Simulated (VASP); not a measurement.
Set up this calculation in VASP 6.6.1, as the native input.

| Quantity | Value |
| --- | --- |
| Task | single point |
| Functional | PBEsol |
| Dispersion | D3(BJ) |
| Potentials or basis | VASP PAW PBE potentials, release 64 (Hf_pv) |
| Cutoff | 520 eV |
| k mesh | 5 × 5 × 5 |
| Occupations | methfessel-paxton, width 0.05 eV |
| Spin | no spin polarisation |
| Dipole correction | no |
| Further INCAR settings | ALGO = Normal; EDIFF = 1e-06; NBANDS = 17 |

The structure of Hf lies in POSCAR:

```
Hf
1.0
    0.0000000000      3.7775000000      3.7775000000
    3.7775000000      0.0000000000      3.7775000000
    3.7775000000      3.7775000000      0.0000000000
Hf
2
Direct
    0.0000000000      0.0000000000      0.0000000000
    0.2500000000      0.2500000000      0.2500000000
```

One way to write it, as run:

INCAR

```
SYSTEM = Hf
PREC = Accurate
ENCUT = 520
EDIFF = 1E-6
ISMEAR = 1
SIGMA = 0.05
LREAL = .FALSE.
LASPH = .TRUE.
NELM = 60
ALGO = Normal
ISIF = 2
LWAVE = .FALSE.
LCHARG = .FALSE.
GGA = PS
IVDW = 12
NBANDS = 17
```

KPOINTS

```
regular mesh
0
G
  5 5 5
  0 0 0
```

Potentials or basis: VASP PAW PBE potentials, release 64 (Hf_pv).

Run with:

```bash
$ cat potpaw_PBE.64/Hf_pv/POTCAR > POTCAR
$ mpirun -np 1 vasp_std > vasp.out
```

It gave:

```json
{
 "Pressure": "-9.2 GPa",
 "Band gap on the k mesh": "zero (band 10 reaches -0.06 eV, above the bottom of band 11 at -0.17 eV)",
 "Dispersion energy per atom": "-0.212 eV"
}
```

Caveat: three body term missing; the PAW data sets were made with another functional, which shifts forces and pressure a little; spin-orbit coupling is left out, which moves the levels of the heavy elements; pairwise dispersion overbinds metals, which lowers pressure and volume.

Wall time 44 s on 1 thread of AMD EPYC 7R13 (shared host), peak memory 0.2 GiB.
